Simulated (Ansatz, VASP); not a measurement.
# One calculation of Ag, two programs

```
Ag
1.0
     2.78755    0.00000    0.00000
    -1.39377    2.41409    0.00000
     0.00000    0.00000    4.74785
Ag
2
Direct
  0.33333 0.66667 0.25000
  0.66667 0.33333 0.75000
```

Change from the starting cell: strain -0.0400 x Voigt [1, 1, 0, 0, 0, 0], atoms carried along.

Alike in both runs: task single point; functional r2SCAN; k mesh 24 × 24 × 14; occupations gaussian, width 0.15 eV; no spin polarisation.

|  | VASP | Ansatz |
| --- | --- | --- |
| version | VASP 6.6.1 | Ansatz 0.2.0 |
| potentials or method | VASP PAW PBE potentials, release 64 (Ag), cutoff 520 eV | scalar-relativistic, plane waves, PAW |
| valence electrons in the cell | 22 | 38 |

|  | VASP | Ansatz | Ansatz less VASP |
| --- | --- | --- | --- |
| gap on the k mesh at the Fermi level (eV) | none | none | - |
| pressure (GPa) | 11.0 | 10.7 | -0.31 |
| traceless stress, the component that is largest in VASP (GPa) | -3.80 | -3.72 | +0.078 |

VASP's potentials were made for PBE, not for r2SCAN. A gap of «none» marks a metal or a gap that the smearing closes. VASP's potentials hold 22 valence electrons a cell and Ansatz's 38, so a difference there can come from the potentials and not from the codes.
